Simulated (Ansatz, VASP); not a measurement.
## Co: VASP beside Ansatz

```xyz
2
Lattice="2.4576 0.0000 0.0000 -1.2288 2.1283 0.0000 0.0000 0.0000 3.9664" Properties=species:S:1:pos:R:3 pbc="T T T"
Co    0.0000    1.4189    2.9748
Co    1.2288    0.7094    0.9916
```

Alike in both runs: task single point; functional PBEsol; k mesh 20 × 20 × 10; occupations gaussian, width 0.05 eV; no spin polarisation.

```csv
,VASP,Ansatz
version,VASP 6.6.1,Ansatz 0.2.0
potentials or method,"VASP PAW PBE potentials, release 64 (Co), cutoff 520 eV","scalar-relativistic, plane waves, PAW"
valence electrons in the cell,18,34
```

|  | VASP | Ansatz | Ansatz less VASP |
| --- | --- | --- | --- |
| pressure (GPa) | -12.6 | -12.1 | +0.48 |
| traceless stress, the component that is largest in VASP (GPa) | -0.46 | -0.40 | +0.056 |

VASP's potentials were made for PBE, not for PBEsol. VASP's potentials hold 18 valence electrons a cell and Ansatz's 34, so a difference there can come from the potentials and not from the codes.
